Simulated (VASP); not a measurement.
# C6F in VASP: further runs

Runs on C6F. Level: PBE. Tasks: single point.

All numbers are computed with VASP 6.6.1; they aren't measurements. Logs are shortened: lines on timing, memory, paths and dates and some standing lists are left out, and cuts for length are marked.

## Step 1: The cell of the first run

The cell holds a wire or tube with vacuum around it, 14 atoms: a = 4.933 Å, b = 8.872 Å, c = 22.791 Å, α = 90.00°, β = 90.00°, γ = 97.99°.

## Step 2: Single point, PBE

File INCAR:

```
  PREC = Accurate
  ENCUT = 520
  EDIFF = 1E-7
  ISMEAR = 0
  SIGMA = 0.1
  LREAL = F
  LASPH = T
  NELM = 100
  ALGO = Normal
  ISIF = 2
  LWAVE = F
  LCHARG = F
  LDIPOL = T
  IDIPOL = 3
  DIPOL = 0.5 0.5 0.303
  GGA = PE
  NBANDS = 44
```

File KPOINTS:

```
Automatic mesh
0
Gamma
  6 3 1
```

File POSCAR:

```
C6F
1.0
    4.9326910638      0.0000000000      0.0000000000
   -1.2331727660      8.7858796651      0.0000000000
    0.0000000000      0.0000000000     22.7907133841
C F
12 2
Direct
    0.0197005045      0.0788020181      0.1755100831
    0.5197005045      0.0788020181      0.1755100831
    0.2746256306      0.0985025226      0.2058124647
    0.7746256306      0.0985025226      0.2058124647
    0.2844758829      0.1379035317      0.2664172279
    0.7844758829      0.1379035317      0.2664172279
    0.0392967069      0.1571967486      0.2959398808
    0.5392967069      0.1571967486      0.2959398808
    0.0496769807      0.1987213712      0.3592739175
    0.5496769807      0.1987213712      0.3592739175
    0.3040736564      0.2163109051      0.3857147091
    0.8040736564      0.2163109051      0.3857147091
    0.3040736564      0.1283938698      0.4348575324
    0.3040736564      0.3042279405      0.4348575324
```

Potentials or basis: VASP PAW PBE potentials, release 64 (C, F).

Run with:

```console
cat potpaw_PBE.64/C/POTCAR potpaw_PBE.64/F/POTCAR > POTCAR
mpirun -np 1 vasp_std > vasp.out
```

OUTCAR:

```text
PREC = Accurate
   ENCUT = 520
   EDIFF = 1E-7
   ISMEAR = 0
   LREAL = F
   LASPH = T
   NELM = 100
   ISIF = 2
   GGA = PE

 ion  position               nearest neighbor table
   1  0.020  0.079  0.176-   3 1.42   4 1.42
   2  0.520  0.079  0.176-   4 1.42   3 1.42
   3  0.275  0.099  0.206-   1 1.42   5 1.42   2 1.42
   4  0.775  0.099  0.206-   2 1.42   6 1.42   1 1.42
   5  0.284  0.138  0.266-   8 1.41   7 1.41   3 1.42
   6  0.784  0.138  0.266-   7 1.41   8 1.41   4 1.42
   7  0.039  0.157  0.296-   6 1.41   5 1.41   9 1.49
   8  0.539  0.157  0.296-   5 1.41   6 1.41  10 1.49
   9  0.050  0.199  0.359-  11 1.38  12 1.38   7 1.49
  10  0.550  0.199  0.359-  12 1.38  11 1.38   8 1.49
  11  0.304  0.216  0.386-  13 1.36  14 1.36   9 1.38  10 1.38
  12  0.804  0.216  0.386-  10 1.38   9 1.38
  13  0.304  0.128  0.435-  11 1.36  14 1.56
  14  0.304  0.304  0.435-  11 1.36  13 1.56

  LATTYP: Found a simple monoclinic cell.
 ALAT       =     4.9326910638
 B/A-ratio  =     4.6203407206
 C/A-ratio  =     1.7986126828
 COS(beta)  =    -0.1389960175

  Lattice vectors:

 A1 = (   4.9326910638,   0.0000000000,   0.0000000000)
 A2 = (   0.0000000000,   0.0000000000, -22.7907133841)
 A3 = (  -1.2331727660,   8.7858796651,   0.0000000000)

Analysis of symmetry for initial positions (statically):
=====================================================================
 Subroutine PRICEL returns:
 Original cell was already a primitive cell.

 Routine SETGRP: Setting up the symmetry group for a
 simple monoclinic supercell.

 Subroutine GETGRP returns: Found  1 space group operations
 (whereof  1 operations were pure point group operations)
 out of a pool of  4 trial point group operations.

The static configuration has the point symmetry C_1 .

Analysis of symmetry for dynamics (positions and initial velocities):
=====================================================================
 Subroutine PRICEL returns:
 Original cell was already a primitive cell.

 Routine SETGRP: Setting up the symmetry group for a
 simple monoclinic supercell.

 Subroutine GETGRP returns: Found  1 space group operations
 (whereof  1 operations were pure point group operations)
[... 128 lines left out ...]
   IALGO  =     38    algorithm
   IMIX   =      4    mixing-type and parameters
     AMIX     =   0.40;   BMIX     =  1.00
     AMIX_MAG =   1.60;   BMIX_MAG =  1.00
  volume/ion in A,a.u.               =      70.55       476.10
  Fermi-wavevector in a.u.,A,eV,Ry     =   0.650623  1.229500  5.759494  0.423311
  Thomas-Fermi vector in A             =   1.719962
   LORBIT       =      0    0 simple, 1 ext, 2 COOP (PROOUT), +10 PAW based schemes
   GGA     = PE    functional components
   LHFCALC =     F    Hartree Fock is set to
   AEXX    =    0.0000 exact exchange contribution
   IVDW    =     0    specifies the selected vdW correction
   LEPSILON=     F    determine dielectric tensor
   LRPA    =     F    only Hartree local field effects (RPA)
 non-spin polarized calculation
 Gauss-broadening in eV      SIGMA  =   0.10
  energy-cutoff  :      520.00
  volume of cell :      987.70
 maximum number of plane-waves:     26638
 NGX is ok and might be reduce to    40
   NGX = 19   NGY = 33   NGZ = 85

 dipolmoment           0.000000      0.000000     -0.194918 electrons x Angstroem

 number of electron      61.9999999 magnetization

 dipolmoment           0.000000      0.000000      0.100898 electrons x Angstroem

 Free energy of the ion-electron system (eV)
  ---------------------------------------------------
  ext. energy  EPLUGINS =         0.00000000
  ---------------------------------------------------
  free energy    TOTEN  =      -102.95992746 eV

  energy without entropy =     -102.91077707  energy(sigma->0) =     -102.93535226

 E-fermi :  -4.9981     XC(G=0):  -1.9642

 val. band max:       -5.0265624848   @ k =   0.3333   0.3333   0.0000
 cond. band min:      -4.9569855001   @ k =   0.5000   0.0000   0.0000
 fundamental gap:      0.0695769847
 Fermi energy:        -4.9980702173

 k-point     1 :       0.0000    0.0000    0.0000
  band No.  band energies     occupation
      1     -33.1539      2.00000
      2     -27.6768      2.00000
      3     -23.6200      2.00000
      4     -21.9899      2.00000
      5     -19.6977      2.00000
      6     -19.5924      2.00000
[... 449 lines left out ...]
     42       1.8421      0.00000
     43       1.9499      0.00000
 [bands above 43 left out]

------------------------ aborting loop because EDIFF is reached ----------------------------------------

 vacuum level on the upper side and lower side of the slab       (xc-potential included)         0.182        -0.230

  FORCE on cell =-STRESS in cart. coord.  units (eV):
  Direction    XX          YY          ZZ          XY          YZ          ZX
  --------------------------------------------------------------------------------------
  -------------------------------------------------------------------------------------
  Total        5.9742299     27.2433060      3.3327674     -2.7959272     -0.7168452     -0.0122173
  in kB        9.6909294     44.1919641      5.4061550     -4.5353349     -1.1628104     -0.0198179
  external PRESSURE =      19.7630162 kB  Pullay stress =       0.0000000 kB

 VOLUME and BASIS-vectors are now :
 -----------------------------------------------------------------------------
  energy-cutoff  :      520.00
  volume of cell :      987.70
      direct lattice vectors                 reciprocal lattice vectors
     4.932691064  0.000000000  0.000000000     0.202729096  0.028454749  0.000000000
    -1.233172766  8.785879665  0.000000000     0.000000000  0.113818996  0.000000000
     0.000000000  0.000000000 22.790713384     0.000000000  0.000000000  0.043877521

 POSITION                                       TOTAL-FORCE (eV/Angst)
 -----------------------------------------------------------------------------------
     -0.00000      0.69235      4.00000        -0.176093      0.442267      1.664434
      2.46635      0.69235      4.00000         0.172853      0.411968      1.661094
      1.23317      0.86543      4.69061        -0.000189     -0.803629     -3.083025
      3.69952      0.86543      4.69061         0.001882     -0.689443     -2.777624
      1.23317      1.21160      6.07184        -0.026963      0.288266      1.033130
      3.69952      1.21160      6.07184         0.026261      0.182364      1.026053
     -0.00001      1.38111      6.74468        -0.420286      0.319363      1.219009
      2.46633      1.38111      6.74468         0.404363      0.380582      1.249005
     -0.00002      1.74594      8.18811        -3.451423     -0.503594     -3.692544
      2.46633      1.74594      8.18811         3.617312      0.249456     -3.892482
      1.23315      1.90048      8.79071        -0.253147     -0.097086      4.667830
      3.69950      1.90048      8.79071         0.061061     -0.017127     -0.413270
      1.34157      1.12805      9.91071         1.823532    -17.903930      1.481379
      1.12474      2.67291      9.91071        -1.779161     17.740544     -0.142988
 -----------------------------------------------------------------------------------
    total drift:                                0.002385      0.000406      0.000287

  FREE ENERGIE OF THE ION-ELECTRON SYSTEM (eV)
  ---------------------------------------------------
  free  energy   TOTEN  =      -102.9599274626 eV

  energy  without entropy=     -102.9107770672  energy(sigma->0) =     -102.93535226

 vacuum level on the upper side and lower side of the slab         1.597         1.177
```

stdout:

```text
POSCAR found type information on POSCAR C F
 POSCAR found :  2 types and      14 ions
 scaLAPACK will be used
 LDA part: xc-table for (Slater+PW92), standard interpolation
 POSCAR, INCAR and KPOINTS ok, starting setup
 FFT: planning ... GRIDC
 FFT: planning ... GRID_SOFT
 FFT: planning ... GRID
 WAVECAR not read
 entering main loop
```

Wall time 14 min (1 thread of Intel Xeon 6975P-C (Granite Rapids), shared host); peak memory 1.1 GiB.

Results:

```yaml
Free_energy: -102.9599 eV
Largest_force: 18.057 eV/Å
Band_gap_on_the_k_mesh: zero (filled and empty bands overlap)
```

Forces in eV/Å, atoms in the order of the input:
```
C    -0.176   0.442   1.664
C     0.173   0.412   1.661
C     0.000  -0.804  -3.083
C     0.002  -0.689  -2.778
C    -0.027   0.288   1.033
C     0.026   0.182   1.026
C    -0.420   0.319   1.219
C     0.404   0.381   1.249
C    -3.451  -0.504  -3.693
C     3.617   0.249  -3.892
C    -0.253  -0.097   4.668
C     0.061  -0.017  -0.413
F     1.824 -17.904   1.481
F    -1.779  17.741  -0.143
```

Levels at points of the mesh, in eV from the Fermi level:
```
           k point  band 29  band 30  band 31  band 32  band 33  band 34
(0.00, 0.00, 0.00)    -0.35    -0.29    -0.19     0.42     0.94     2.28
(0.50, 0.00, 0.00)    -0.56    -0.11    -0.05    -0.03     0.04     3.06
```

(Continued in part 2 of 2.)

The gap in the log of VASP goes by the Fermi energy; the results here count the filled bands.